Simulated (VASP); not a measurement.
# GePt (Pnma) in VASP: notebook

Runs on GePt. Level: PBE. Tasks: single point.

Program: VASP 6.6.1. These are calculated values, not measurements. Logs are shortened: lines on timing, memory, paths and dates and some standing lists are left out, and cuts for length are marked.

## (1) The cell of the first run

Symmetry: Pnma, No. 62, orthorhombic system. Conventional cell: a = 5.827 Å, b = 3.745 Å, c = 6.191 Å, α = 90.00°, β = 90.00°, γ = 90.00°. Ge (site symmetry m) has 6 Pt at 2.51 to 2.70 Å and 2 Ge at 3.07 Å within 3.3 Å. Within 3.3 Å of Pt (site symmetry m) lie 6 Ge at 2.51 to 2.70 Å and 4 Pt at 3.00 to 3.04 Å.

## (2) Single point, PBE

The input, INCAR:

```
SYSTEM = GePt
  ALGO = Normal
  EDIFF = 1E-7
  ENCUT = 520
  GGA = PE
  ISIF = 2
  ISMEAR = 0
  LASPH = .True.
  LCHARG = .False.
  LREAL = .False.
  LWAVE = .False.
  NBANDS = 58
  NELM = 100
  PREC = Accurate
  SIGMA = 0.1
```

The input, KPOINTS:

```
k-points
0
Gamma
  6 10 6
  0 0 0
```

The input, POSCAR:

```
GePt
1.0
    5.8271351762      0.0000000000      0.0000000000
    0.0000000000      3.7445187411      0.0000000000
    0.0000000000      0.0000000000      6.1905450783
Ge Pt
4 4
Direct
    0.8132301603      0.7500000000      0.5874912879
    0.1867698397      0.2500000000      0.4125087121
    0.6867698397      0.2500000000      0.0874912879
    0.3132301603      0.7500000000      0.9125087121
    1.0017840208      0.7500000000      0.1930138331
   -0.0017840208      0.2500000000      0.8069861669
    0.4982159792      0.2500000000      0.6930138331
    0.5017840208      0.7500000000      0.3069861669
```

Potentials or basis: VASP PAW PBE potentials, release 64 (Ge_d, Pt).

Command:

```
cat potpaw_PBE.64/Ge_d/POTCAR potpaw_PBE.64/Pt/POTCAR > POTCAR
mpirun -np 1 vasp_std > vasp.out
```

OUTCAR:

```text
SYSTEM = GePt
   EDIFF = 1E-7
   ENCUT = 520
   GGA = PE
   ISIF = 2
   ISMEAR = 0
   LASPH = .True.
   LREAL = .False.
   NELM = 100
   PREC = Accurate

 ion  position               nearest neighbor table
   1  0.813  0.750  0.587-   8 2.51   6 2.55   6 2.55   5 2.68   7 2.70   7 2.70
   2  0.187  0.250  0.413-   7 2.51   5 2.55   5 2.55   6 2.68   8 2.70   8 2.70
   3  0.687  0.250  0.087-   6 2.51   8 2.55   8 2.55   7 2.68   5 2.70   5 2.70
   4  0.313  0.750  0.913-   5 2.51   7 2.55   7 2.55   8 2.68   6 2.70   6 2.70
   5  0.002  0.750  0.193-   4 2.51   2 2.55   2 2.55   1 2.68   3 2.70   3 2.70   8 3.00   8 3.00
                             6 3.04   6 3.04
   6  0.998  0.250  0.807-   3 2.51   1 2.55   1 2.55   2 2.68   4 2.70   4 2.70   7 3.00   7 3.00
                             5 3.04   5 3.04
   7  0.498  0.250  0.693-   2 2.51   4 2.55   4 2.55   3 2.68   1 2.70   1 2.70   6 3.00   6 3.00
                             8 3.04   8 3.04
   8  0.502  0.750  0.307-   1 2.51   3 2.55   3 2.55   4 2.68   2 2.70   2 2.70   5 3.00   5 3.00
                             7 3.04   7 3.04

  LATTYP: Found a simple orthorhombic cell.
 ALAT       =     3.7445187411
 B/A-ratio  =     1.5561773299
 C/A-ratio  =     1.6532284938

  Lattice vectors:

 A1 = (   0.0000000000,  -3.7445187411,   0.0000000000)
 A2 = (   5.8271351762,   0.0000000000,   0.0000000000)
 A3 = (   0.0000000000,   0.0000000000,   6.1905450783)

Analysis of symmetry for initial positions (statically):
=====================================================================
 Subroutine PRICEL returns:
 Original cell was already a primitive cell.

 Routine SETGRP: Setting up the symmetry group for a
 simple orthorhombic supercell.

 Subroutine GETGRP returns: Found  8 space group operations
 (whereof  2 operations were pure point group operations)
 out of a pool of  8 trial point group operations.

The static configuration has the point symmetry S_2 .
 The point group associated with its full space group is D_2h.

Analysis of symmetry for dynamics (positions and initial velocities):
=====================================================================
 Subroutine PRICEL returns:
 Original cell was already a primitive cell.

 Routine SETGRP: Setting up the symmetry group for a
 simple orthorhombic supercell.

 Subroutine GETGRP returns: Found  8 space group operations
 (whereof  2 operations were pure point group operations)
 out of a pool of  8 trial point group operations.

The dynamic configuration has the point symmetry S_2 .
 The point group associated with its full space group is D_2h.

 Subroutine INISYM returns: Found  8 space group operations
 (whereof  2 operations are pure point group operations),
 and found     1 'primitive' translations

----------------------------------------------------------------------------------------

                                     Primitive cell

  volume of cell :     135.0766

  direct lattice vectors                    reciprocal lattice vectors
     5.827135176  0.000000000  0.000000000     0.171610915  0.000000000  0.000000000
     0.000000000  3.744518741  0.000000000     0.000000000  0.267057016  0.000000000
     0.000000000  0.000000000  6.190545078     0.000000000  0.000000000  0.161536664

  length of vectors
     5.827135176  3.744518741  6.190545078     0.171610915  0.267057016  0.161536664

  position of ions in fractional coordinates (direct lattice)
     0.813230160  0.750000000  0.587491288
     0.186769840  0.250000000  0.412508712
     0.686769840  0.250000000  0.087491288
     0.313230160  0.750000000  0.912508712
     0.001784021  0.750000000  0.193013833
     0.998215979  0.250000000  0.806986167
     0.498215979  0.250000000  0.693013833
     0.501784021  0.750000000  0.306986167

  ion indices of the primitive-cell ions
   primitive index   ion index
                 1           1
                 2           2
                 3           3
                 4           4
                 5           5
                 6           6
                 7           7
                 8           8

----------------------------------------------------------------------------------------

 KPOINTS: k-points

Automatic generation of k-mesh.
 Grid dimensions read from file:
 generate k-points for:    6   10    6

 Generating k-lattice:

  Cartesian coordinates                     Fractional coordinates (reciprocal lattice)
     0.028601819  0.000000000  0.000000000     0.166666667  0.000000000  0.000000000
     0.000000000  0.026705702  0.000000000     0.000000000  0.100000000  0.000000000
     0.000000000  0.000000000  0.026922777     0.000000000  0.000000000  0.166666667

  Length of vectors
     0.028601819  0.026705702  0.026922777

  Shift w.r.t. Gamma in fractional coordinates (k-lattice)
     0.000000000  0.000000000  0.000000000

 Subroutine IBZKPT returns following result:
 ===========================================

 Found     96 irreducible k-points:

 Following reciprocal coordinates:
            Coordinates               Weight
  0.000000  0.000000  0.000000      1.000000
  0.166667  0.000000  0.000000      2.000000
  0.333333  0.000000  0.000000      2.000000
  0.500000  0.000000  0.000000      1.000000
  0.000000  0.100000  0.000000      2.000000
  0.166667  0.100000  0.000000      4.000000
[... 16 lines left out ...]
  0.333333  0.500000  0.000000      2.000000
  0.500000  0.500000  0.000000      1.000000
 [... further k-points ...]
   k-points           NKPTS =     96   k-points in BZ     NKDIM =     96   number of bands    NBANDS=     58
   number of dos      NEDOS =    301   number of ions     NIONS =      8
   total plane-waves  NPLWV =  64512
   dimension x,y,z NGX =    48 NGY =   28 NGZ =   48
   dimension x,y,z NGXF=    96 NGYF=   56 NGZF=   96
   ions per type =               4   4
   NGX,Y,Z   is equivalent  to a cutoff of  13.69, 12.43, 12.89 a.u.
   NGXF,Y,Z  is equivalent  to a cutoff of  27.39, 24.86, 25.78 a.u.
 SYSTEM =  GePt
   PREC   = accura    normal or accurate (medium, high low for compatibility)
   ISTART =      0    job   : 0-new  1-cont  2-samecut
   ICHARG =      2    charge: 1-file 2-atom 10-const
   ISPIN  =      1    spin polarized calculation?
   LNONCOLLINEAR =      F non collinear calculations
   LSORBIT =      F    spin-orbit coupling
   LASPH  =      T    aspherical Exc in radial PAW
   ENCUT  =  520.0 eV  38.22 Ry    6.18 a.u.  10.83  6.96 11.51*2*pi/ulx,y,z
   NELM   =    100;   NELMIN=  2; NELMDL= -5     # of ELM steps
   EDIFF  = 0.1E-06   stopping-criterion for ELM
   LREAL  =      F    real-space projection
   EDIFFG = 0.1E-05   stopping-criterion for IOM
   NSW    =      0    number of steps for IOM
   IBRION =     -1    ionic relax: 0-MD 1-quasi-New 2-CG
   NFREE  =      0    steps in history (QN), initial steepest desc. (CG)
   ISIF   =      2    stress and relaxation
   ISYM   =      2    0-nonsym 1-usesym 2-fastsym
   POTIM  = 0.5000    time-step for ionic-motion
   TEBEG  =    0.0;   TEEND  =   0.0 temperature during run
   PSTRESS=    0.0 pullay stress
   NELECT =      96.0000    total number of electrons
   NUPDOWN=      -1.0000    fix difference up-down
   EMIN   =  10.00;   EMAX   =-10.00  energy-range for DOS
   EFERMI =   0.00;   METHOD = LEGACY
   ISMEAR =     0;   SIGMA  =   0.10  broadening in eV -4-tet -1-fermi 0-gaus
   EFERMI_NEDOS =   21; number of points for ismear=-14 and -15
   IALGO  =     38    algorithm
   IMIX   =      4    mixing-type and parameters
     AMIX     =   0.40;   BMIX     =  1.00
     AMIX_MAG =   1.60;   BMIX_MAG =  1.00
  volume/ion in A,a.u.               =      16.88       113.94
  Fermi-wavevector in a.u.,A,eV,Ry     =   1.460961  2.760816 29.040365  2.134407
  Thomas-Fermi vector in A             =   2.577349
   LORBIT       =      0    0 simple, 1 ext, 2 COOP (PROOUT), +10 PAW based schemes
   GGA     = PE    functional components
   LHFCALC =     F    Hartree Fock is set to
   AEXX    =    0.0000 exact exchange contribution
   IVDW    =     0    specifies the selected vdW correction
   LEPSILON=     F    determine dielectric tensor
   LRPA    =     F    only Hartree local field effects (RPA)
 non-spin polarized calculation
 Gauss-broadening in eV      SIGMA  =   0.10
  energy-cutoff  :      520.00
  volume of cell :      135.08
 maximum number of plane-waves:      3676
 NGX is ok and might be reduce to    48
   NGX = 21   NGY = 13   NGZ = 23

 number of electron      95.9999964 magnetization

 Free energy of the ion-electron system (eV)
  ---------------------------------------------------
  ext. energy  EPLUGINS =         0.00000000
  ---------------------------------------------------
  free energy    TOTEN  =       -46.18572426 eV

  energy without entropy =      -46.17489222  energy(sigma->0) =      -46.18030824

 E-fermi :   9.0886     XC(G=0): -12.2103

 val. band max:        9.0709836559   @ k =   0.1667   0.5000   0.1667
 cond. band min:       9.1012931835   @ k =   0.5000   0.2000   0.3333
 fundamental gap:      0.0303095276
 Fermi energy:         9.0885949866

 k-point     1 :       0.0000    0.0000    0.0000
  band No.  band energies     occupation
      1     -16.0294      2.00000
      2     -16.0223      2.00000
      3     -16.0223      2.00000
      4     -16.0194      2.00000
      5     -16.0089      2.00000
      6     -15.9989      2.00000
[... 50 lines left out ...]
     57      14.0999      0.00000
     58      14.5217      0.00000

 k-point     2 :       0.1667    0.0000    0.0000
  band No.  band energies     occupation
      1     -16.0288      2.00000
      2     -16.0227      2.00000
      3     -16.0218      2.00000
      4     -16.0192      2.00000
      5     -16.0085      2.00000
      6     -15.9998      2.00000
[... 50 lines left out ...]
     57      14.3883      0.00000
     58      14.6831      0.00000

 k-point     3 :       0.3333    0.0000    0.0000
  band No.  band energies     occupation
      1     -16.0273      2.00000
      2     -16.0237      2.00000
      3     -16.0206      2.00000
      4     -16.0191      2.00000
      5     -16.0072      2.00000
      6     -16.0020      2.00000
[... 1216 lines left out ...]
      3     -16.0179      2.00000
      4     -16.0179      2.00000
      5     -16.0018      2.00000
      6     -16.0018      2.00000
[... 50 lines left out ...]
     57      14.9771      0.00000
     58      15.0187      0.00000

 k-point    24 :       0.5000    0.5000    0.0000
  band No.  band energies     occupation
      1     -16.0175      2.00000
      2     -16.0175      2.00000
      3     -16.0175      2.00000
      4     -16.0175      2.00000
      5     -16.0004      2.00000
      6     -16.0004      2.00000
[... 50 lines left out ...]
     57      15.3378      0.00000
     58      15.3378      0.00000

 [... further k-points ...]
[... 5 lines left out ...]
  --------------------------------------------------------------------------------------
  -------------------------------------------------------------------------------------
  Total        0.0046033     -0.0296001     -0.0247364      0.0000000      0.0000000      0.0000000
  in kB        0.0546010     -0.3510944     -0.2934052      0.0000000      0.0000000      0.0000000
  external PRESSURE =      -0.1966328 kB  Pullay stress =       0.0000000 kB

 VOLUME and BASIS-vectors are now :
 -----------------------------------------------------------------------------
  energy-cutoff  :      520.00
  volume of cell :      135.08
      direct lattice vectors                 reciprocal lattice vectors
     5.827135176  0.000000000  0.000000000     0.171610915  0.000000000  0.000000000
     0.000000000  3.744518741  0.000000000     0.000000000  0.267057016  0.000000000
     0.000000000  0.000000000  6.190545078     0.000000000  0.000000000  0.161536664

 POSITION                                       TOTAL-FORCE (eV/Angst)
 -----------------------------------------------------------------------------------
      4.73880      2.80839      3.63689         0.000538     -0.000000      0.001324
      1.08833      0.93613      2.55365        -0.000538     -0.000000     -0.001324
      4.00190      0.93613      0.54162        -0.000538     -0.000000      0.001324
      1.82523      2.80839      5.64893         0.000538      0.000000     -0.001324
      0.01040      2.80839      1.19486        -0.004132     -0.000000     -0.001900
      5.81674      0.93613      4.99568         0.004132      0.000000      0.001900
      2.90317      0.93613      4.29013         0.004132     -0.000000     -0.001900
      2.92396      2.80839      1.90041        -0.004132     -0.000000      0.001900
 -----------------------------------------------------------------------------------
    total drift:                               -0.000000      0.000000     -0.000000

  FREE ENERGIE OF THE ION-ELECTRON SYSTEM (eV)
  ---------------------------------------------------
  free  energy   TOTEN  =       -46.1857242637 eV

  energy  without entropy=      -46.1748922158  energy(sigma->0) =      -46.18030824
```

Wall time 6.4 min (1 thread of Intel Xeon 6975P-C (Granite Rapids), shared host); peak memory 0.64 GiB.

Results:

```yaml
Free_energy: -46.1857 eV
Pressure: 0.0 GPa
Largest_force: 0.005 eV/Å
Band_gap_on_the_k_mesh: zero (band 48 reaches 9.93 eV, above the bottom of band 49 at 8.56 eV)
```

Forces on the atoms (eV/Å):
```
Ge   0.001  0.000  0.001
Ge  -0.001  0.000 -0.001
Ge  -0.001  0.000  0.001
Ge   0.001  0.000 -0.001
Pt  -0.004  0.000 -0.002
Pt   0.004  0.000  0.002
Pt   0.004  0.000 -0.002
Pt  -0.004  0.000  0.002
```

Caveat: spin-orbit coupling is left out, which moves the levels of the heavy elements.

## (3) Single point, PBE

This run uses another cell than the first one, of 16.14 Å³/atom, 0.956 times its volume.

The input, INCAR:

```
SYSTEM = GePt
PREC = Accurate
ENCUT = 520
EDIFF = 1E-6
ISMEAR = 0
SIGMA = 0.1
LREAL = .False.
LASPH = .True.
NELM = 60
ALGO = Normal
ISIF = 2
LWAVE = .False.
LCHARG = .False.
GGA = PE
NBANDS = 58
```

The input, KPOINTS:

```
regular mesh
0
Gamma
  4 6 4
  0 0 0
```

The input, POSCAR:

```
GePt
1.0
    5.7320000000      0.0000000000      0.0000000000
    0.0000000000      3.7010000000      0.0000000000
    0.0000000000      0.0000000000      6.0880000000
Ge Pt
4 4
Direct
    0.8050000000      0.7500000000      0.5900000000
    0.1950000000      0.2500000000      0.4100000000
    0.6950000000      0.2500000000      0.0900000000
    0.3050000000      0.7500000000      0.9100000000
    0.9900000000      0.7500000000      0.1950000000
    0.0100000000      0.2500000000      0.8050000000
    0.5100000000      0.2500000000      0.6950000000
    0.4900000000      0.7500000000      0.3050000000
```

Potentials or basis: VASP PAW PBE potentials, release 64 (Ge_d, Pt).

Command:

```
cat potpaw_PBE.64/Ge_d/POTCAR potpaw_PBE.64/Pt/POTCAR > POTCAR
mpirun -np 1 vasp_std > vasp.out
```

It took 9.1 min on 1 thread of AMD EPYC, shared host; peak memory 0.33 GiB.

The run converged. Its results:

```
Free energy            : -45.9944 eV
Pressure               : 7.9 GPa
Largest force          : 0.470 eV/Å
Band gap on the k mesh : zero (band 48 reaches 10.51 eV, above the bottom of band 49 at 9.38 eV)
```

Forces on the atoms (eV/Å):
```
Ge   0.462  0.000 -0.085
Ge  -0.462  0.000  0.085
Ge  -0.462  0.000 -0.085
Ge   0.462  0.000  0.085
Pt   0.194  0.000  0.000
Pt  -0.194  0.000  0.000
Pt  -0.194  0.000  0.000
Pt   0.194  0.000  0.000
```

Stress tensor (GPa, compression positive):
```
8.76 0.00 0.00
0.00 7.86 0.00
0.00 0.00 7.22
```

Levels at points of the mesh, in eV from the Fermi level:
| k point | band 44 | band 45 | band 46 | band 47 | band 48 | band 49 | band 50 | band 51 | band 52 | band 53 |
| --- | --- | --- | --- | --- | --- | --- | --- | --- | --- | --- |
| (0.00, 0.00, 0.00) | -2.80 | -2.33 | -1.59 | -1.53 | -0.96 | 0.80 | 0.93 | 2.65 | 3.23 | 3.25 |
| (0.50, 0.00, 0.00) | -2.66 | -2.53 | -2.53 | -0.14 | -0.14 | 1.40 | 1.40 | 2.43 | 2.43 | 4.03 |
| (0.00, 0.50, 0.00) | -2.63 | -2.60 | -2.60 | -1.69 | -1.69 | -0.19 | -0.19 | 1.90 | 1.90 | 2.39 |
| (0.50, 0.50, 0.00) | -2.96 | -1.91 | -1.91 | -1.91 | -1.91 | 0.59 | 0.59 | 0.59 | 0.59 | 4.12 |
| (0.00, 0.00, 0.50) | -2.92 | -1.85 | -1.85 | 0.05 | 0.05 | 0.89 | 0.89 | 2.01 | 2.01 | 4.10 |
| (0.50, 0.00, 0.50) | -2.96 | -1.31 | -1.31 | 0.71 | 0.71 | 1.68 | 1.68 | 2.62 | 2.62 | 2.84 |
| (0.00, 0.50, 0.50) | -2.73 | -2.52 | -2.52 | -2.30 | -2.30 | 0.63 | 0.63 | 1.09 | 1.09 | 1.47 |
| (0.50, 0.50, 0.50) | -3.08 | -2.45 | -2.45 | -2.45 | -2.45 | 2.60 | 2.60 | 2.60 | 2.60 | 2.98 |

Caveat: spin-orbit coupling is left out, which moves the levels of the heavy elements.
